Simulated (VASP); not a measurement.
# Si (I4_1/amd) in VASP: vibrations by perturbation theory with LDA

Aim: the vibrations by perturbation theory of Si with LDA.

Everything below comes from runs of VASP 6.6.1. Logs are shortened: lines on timing, memory, paths and dates and some standing lists are left out, and cuts for length are marked.

**1. The cell of the first run**

The structure is tetragonal, space group I4_1/amd (No. 141). Conventional cell: a = 4.765 Å, b = 4.765 Å, c = 2.611 Å, α = 90.00°, β = 90.00°, γ = 90.00°. Within 3.3 Å of Si (site symmetry -4m2) lie 10 Si at 2.47 to 3.08 Å.

**2. Vibrations by perturbation theory, LDA**

INCAR reads:

```
  PREC = Accurate
  ENCUT = 520
  EDIFF = 1E-8
  ISMEAR = 0
  SIGMA = 0.15
  LREAL = F
  LASPH = T
  NELM = 100
  ALGO = Fast
  ISIF = 2
  LWAVE = F
  LCHARG = T
  GGA = CA
  NBANDS = 11
  IBRION = 8
  NSW = 1
```

KPOINTS reads:

```
Automatic mesh
0
Gamma
  26 26 26
```

POSCAR reads:

```
Si
1.0
   -2.3824154513      2.3824154513      1.3052992358
    2.3824154513     -2.3824154513      1.3052992358
    2.3824154513      2.3824154513     -1.3052992358
Si
2
Direct
    0.2500000000      0.7500000000      0.5000000000
    0.5000000000      0.5000000000      0.0000000000
```

Potentials or basis: VASP PAW LDA potentials, release 64 (Si).

Started as:

```bash
$ cat potpaw_LDA.64/Si/POTCAR > POTCAR
$ mpirun -np 1 vasp_std > vasp.out
```

OUTCAR:

```text
PREC = Accurate
   ENCUT = 520
   EDIFF = 1E-8
   ISMEAR = 0
   LREAL = F
   LASPH = T
   NELM = 100
   ISIF = 2
   GGA = CA
   IBRION = 8
   NSW = 1

 ion  position               nearest neighbor table
   1  0.250  0.750  0.500-   2 2.47   2 2.47   2 2.47   2 2.47   2 3.08   2 3.08   2 3.08   2 3.08

   2  0.500  0.500  0.000-   1 2.47   1 2.47   1 2.47   1 2.47   1 3.08   1 3.08   1 3.08   1 3.08

  LATTYP: Found a body centered tetragonal cell.
 ALAT       =     4.7648309026
 C/A-ratio  =     0.5478890070

  Lattice vectors:

 A1 = (  -2.3824154513,   2.3824154513,   1.3052992358)
 A2 = (   2.3824154513,  -2.3824154513,   1.3052992358)
 A3 = (   2.3824154513,   2.3824154513,  -1.3052992358)

Analysis of symmetry for initial positions (statically):
=====================================================================
 Subroutine PRICEL returns:
 Original cell was already a primitive cell.

 Routine SETGRP: Setting up the symmetry group for a
 body centered tetragonal supercell.

 Subroutine GETGRP returns: Found 16 space group operations
 (whereof  8 operations were pure point group operations)
 out of a pool of 16 trial point group operations.

The static configuration has the point symmetry D_2d.
 The point group associated with its full space group is D_4h.

Analysis of symmetry for dynamics (positions and initial velocities):
=====================================================================
 Subroutine PRICEL returns:
 Original cell was already a primitive cell.

 Routine SETGRP: Setting up the symmetry group for a
 body centered tetragonal supercell.

 Subroutine GETGRP returns: Found 16 space group operations
 (whereof  8 operations were pure point group operations)
 out of a pool of 16 trial point group operations.

The dynamic configuration has the point symmetry D_2d.
 The point group associated with its full space group is D_4h.

 Subroutine INISYM returns: Found 16 space group operations
 (whereof  8 operations are pure point group operations),
 and found     1 'primitive' translations

----------------------------------------------------------------------------------------

                                     Primitive cell

  volume of cell :      29.6350

  direct lattice vectors                    reciprocal lattice vectors
    -2.382415451  2.382415451  1.305299236     0.000000000  0.209871036  0.383053928
     2.382415451 -2.382415451  1.305299236     0.209871036  0.000000000  0.383053928
     2.382415451  2.382415451 -1.305299236     0.209871036  0.209871036  0.000000000

  length of vectors
     3.613255161  3.613255161  3.613255161     0.436779308  0.436779308  0.296802466

  position of ions in fractional coordinates (direct lattice)
     0.250000000  0.750000000  0.500000000
     0.500000000  0.500000000  0.000000000

  ion indices of the primitive-cell ions
   primitive index   ion index
                 1           1
                 2           2

----------------------------------------------------------------------------------------

 KPOINTS: Automatic mesh

Automatic generation of k-mesh.
 Grid dimensions read from file:
 generate k-points for:   26   26   26

 Generating k-lattice:

  Cartesian coordinates                     Fractional coordinates (reciprocal lattice)
     0.000000000  0.008071963  0.014732843     0.038461538  0.000000000 -0.000000000
     0.008071963  0.000000000  0.014732843     0.000000000  0.038461538 -0.000000000
     0.008071963  0.008071963  0.000000000     0.000000000  0.000000000  0.038461538

  Length of vectors
[... 101 lines left out ...]
  ---------------------------------------------------
  free energy    TOTEN  =       -11.50668879 eV

  energy without entropy =      -11.49866969  energy(sigma->0) =      -11.50267924

 E-fermi :   9.4621     XC(G=0): -11.1017

 val. band max:        9.4617752709   @ k =   0.3077   0.0769   0.0769
 cond. band min:       9.4623773212   @ k =   0.2692   0.1154  -0.0000
 fundamental gap:      0.0006020503
 Fermi energy:         9.4621432406

 k-point     1 :       0.0000    0.0000    0.0000
  band No.  band energies     occupation
      1      -4.4658      2.00000
      2       6.9023      2.00000
      3       6.9023      2.00000
      4       7.3838      2.00000
      5      10.9459      0.00000
      6      17.1514      0.00000
      7      18.4193      0.00000
      8      18.4193      0.00000
      9      19.0347      0.00000
     10      19.6780      0.00000
     11      20.2528      0.00000
[... 309 lines left out ...]
 k-point    24 :       0.3846    0.0385    0.0000
  band No.  band energies     occupation
      1       0.1759      2.00000
      2       4.6907      2.00000
      3       6.8319      2.00000
      4       7.7306      2.00000
      5       8.7449      2.00000
      6      11.0840      0.00000
      7      13.9276      0.00000
      8      15.1722      0.00000
      9      16.6022      0.00000
     10      18.8529      0.00000
     11      22.6827      0.00000

 [... further k-points ...]

------------------------ aborting loop because EDIFF is reached ----------------------------------------

  FORCE on cell =-STRESS in cart. coord.  units (eV):
  Direction    XX          YY          ZZ          XY          YZ          ZX
  --------------------------------------------------------------------------------------
  -------------------------------------------------------------------------------------
  Total       -0.0296717     -0.0296717      0.0709161      0.0000000      0.0000000      0.0000000
  in kB       -1.6041603     -1.6041603      3.8339819      0.0000000      0.0000000      0.0000000
  external PRESSURE =       0.2085538 kB  Pullay stress =       0.0000000 kB

 VOLUME and BASIS-vectors are now :
 -----------------------------------------------------------------------------
  energy-cutoff  :      520.00
  volume of cell :       29.64
      direct lattice vectors                 reciprocal lattice vectors
    -2.382415451  2.382415451  1.305299236     0.000000000  0.209871036  0.383053928
     2.382415451 -2.382415451  1.305299236     0.209871036  0.000000000  0.383053928
     2.382415451  2.382415451 -1.305299236     0.209871036  0.209871036  0.000000000

 POSITION                                       TOTAL-FORCE (eV/Angst)
 -----------------------------------------------------------------------------------
      2.38242      0.00000      0.65265        -0.000000      0.000000      0.000000
      0.00000      0.00000      1.30530         0.000000     -0.000000     -0.000000
 -----------------------------------------------------------------------------------
    total drift:                                0.000000      0.000000      0.000000

  FREE ENERGIE OF THE ION-ELECTRON SYSTEM (eV)
  ---------------------------------------------------
  free  energy   TOTEN  =       -11.5066887892 eV

  energy  without entropy=      -11.4986696893  energy(sigma->0) =      -11.50267924

[... ionic steps 2 to 3 ...]

--------------------------------------- Ionic step        4  -------------------------------------------

------------------------ aborting loop because EDIFF is reached ----------------------------------------

[... ionic steps 5 to 5 ...]

--------------------------------------- Ionic step        6  -------------------------------------------

 Free energy of the ion-electron system (eV)
  ---------------------------------------------------
  ---------------------------------------------------
  free energy    TOTEN  =        -0.00882638 eV

  energy without entropy =       -0.00882638

------------------------ aborting loop because EDIFF is reached ----------------------------------------

 INTERNAL STRAIN TENSOR  FOR ION    1  DIRECTION 3   (eV/Angst):
 -----------------------------------------------------------------------------
     3.68421  0.00000  0.00000
     0.00000 -3.69313  0.00000
     0.00000  0.00000  0.00318

 INTERNAL STRAIN TENSOR FOR ION    2 for displacements in x,y,z  (eV/Angst):
          X           Y           Z          XY          YZ          ZX
  --------------------------------------------------------------------------------
  x     0.00000     0.00000     0.00000     0.00000     0.00000    -1.52082
  y     0.00000     0.00000     0.00000     0.00000     1.42018     0.00000
  z    -3.68867     3.68867     0.00000     0.00000     0.00000     0.00000

 SECOND DERIVATIVES (NOT SYMMETRIZED)
 ------------------------------------
               1X          1Y          1Z          2X          2Y          2Z
  1X    -5.653424    0.000000    0.000000    5.653424    0.000000    0.000000
  1Y     0.000000   -5.653424    0.000000    0.000000    5.653424    0.000000
  1Z     0.000000    0.000000   -0.829733    0.000000    0.000000    0.829733
  2X     5.653424    0.000000    0.000000   -5.653424    0.000000    0.000000
  2Y     0.000000    5.653424    0.000000    0.000000   -5.653424    0.000000
  2Z     0.000000    0.000000    0.829733    0.000000    0.000000   -0.829733

 Eigenvectors and eigenvalues of the dynamical matrix
 ----------------------------------------------------

   1 f  =    9.919374 THz    62.325267 2PiTHz  330.874710 cm-1    41.023217 meV
             X         Y         Z           dx          dy          dz
      2.382415  0.000000  0.652650     0.707107    0.000000    0.000000
      0.000000  0.000000  1.305299    -0.707107    0.000000    0.000000
[... 11 lines left out ...]
   4 f  =    0.000000 THz     0.000001 2PiTHz    0.000004 cm-1     0.000001 meV
             X         Y         Z           dx          dy          dz
      2.382415  0.000000  0.652650    -0.101439    0.692933    0.097745
      0.000000  0.000000  1.305299    -0.101439    0.692933    0.097745

   5 f/i=    0.000000 THz     0.000000 2PiTHz    0.000001 cm-1     0.000000 meV
             X         Y         Z           dx          dy          dz
      2.382415  0.000000  0.652650    -0.070938    0.088076   -0.698005
      0.000000  0.000000  1.305299    -0.070938    0.088076   -0.698005

   6 f/i=    0.000000 THz     0.000001 2PiTHz    0.000005 cm-1     0.000001 meV
             X         Y         Z           dx          dy          dz
      2.382415  0.000000  0.652650    -0.696188   -0.109939    0.056881
      0.000000  0.000000  1.305299    -0.696188   -0.109939    0.056881

--------------------------------------------------------------------------------------------------------

 ELASTIC MODULI CONTR FROM IONIC RELAXATION (kBar)
 Direction    XX          YY          ZZ          XY          YZ          ZX
 --------------------------------------------------------------------------------
 XX        -886.5587    886.5587      0.0000      0.0000     -0.0000      0.0000
 YY         886.5587   -886.5587      0.0000      0.0000      0.0000      0.0000
 ZZ           0.0000      0.0000      0.0000      0.0000      0.0000      0.0000
 XY           0.0000      0.0000      0.0000      0.0000      0.0000      0.0000
 YZ          -0.0000      0.0000      0.0000      0.0000    -19.2876      0.0000
 ZX           0.0000      0.0000      0.0000      0.0000      0.0000    -22.1182
 --------------------------------------------------------------------------------
```

It took 69 min on 1 thread of Oxide Virtual Turin-like, shared host; peak memory 2.4 GiB.

What came out:

| Property | Result |
| --- | --- |
| Highest phonon frequency at Γ | 331 cm⁻¹ |

Phonon frequencies in cm⁻¹ (negative: imaginary):
```csv
q point,frequencies
"(0.000, 0.000, 0.000)",0 0 0 127 331 331
```
